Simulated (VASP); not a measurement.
# LiH3C3N3ClO3: single point with PBE

LiH3C3N3ClO3:

```xyz
14
Lattice="3.8540 2.2251 3.1494 -3.8540 2.2251 3.1494 0.0000 -4.4502 3.1494" Properties=species:S:1:pos:R:3 pbc="T T T"
Li    0.0000    0.0000    8.4426
H    -1.7899    1.0334    5.9046
H     0.0000   -2.0668    5.9046
H     1.7899    1.0334    5.9046
C     0.0000   -1.4071    2.7249
C     1.2186    0.7036    2.7249
C    -1.2186    0.7036    2.7249
N     1.1608   -0.6702    2.7248
N     0.0000    1.3403    2.7248
N    -1.1608   -0.6702    2.7248
Cl    0.0000    0.0000    6.0662
O     0.0000   -2.6354    2.7298
O     2.2823    1.3177    2.7298
O    -2.2823    1.3177    2.7298
```

```json
{
  "Program": "VASP 6.6.1",
  "Task": "single point",
  "Functional": "PBE",
  "Potentials or basis": "VASP PAW PBE potentials, release 64 (Li_sv, H_h, C_h, N_h, Cl, O_h)",
  "Cutoff": "1340 eV",
  "k mesh": "5 × 5 × 5",
  "Occupations": "fermi-dirac, width 0.02 eV",
  "Spin": "no spin polarisation",
  "Dipole correction": "no",
  "Further INCAR settings": "ALGO = Normal; EDIFF = 1e-06; NBANDS = 42"
}
```

The pressure is 1.4 GPa, the largest force is 0.007 eV/Å and the band gap on the k mesh is 4.71 eV (least direct gap 4.85 eV).

Forces in eV/Å, atoms in the order of the input:
```
Li   0.000  0.000  0.002
H   -0.002  0.001  0.003
H    0.000 -0.002  0.003
H    0.002  0.001  0.003
C    0.000 -0.005 -0.001
C    0.005  0.003 -0.001
C   -0.005  0.003 -0.001
N   -0.002  0.001  0.003
N    0.000 -0.002  0.003
N    0.002  0.001  0.003
Cl   0.000  0.000  0.002
O    0.000 -0.002 -0.006
O    0.002  0.001 -0.006
O   -0.002  0.001 -0.006
```

Stress tensor (GPa, compression positive):
```
1.40 0.00 0.00
0.00 1.40 0.00
0.00 0.00 1.28
```

Levels at points of the mesh, in eV from the valence-band top:
```tsv
k point	band 27	band 28	band 29	band 30	band 31	band 32
(0.00, 0.00, 0.00)	-0.27	-0.27	-0.04	4.94	4.94	6.23
```

It took 14 min on 1 thread of Intel(R) Xeon(R) Platinum 8259CL CPU @ 2.50GHz (Skylake/Cascade Lake), with other jobs on the host, peak memory 1 GiB.

A k mesh can miss the band edges.
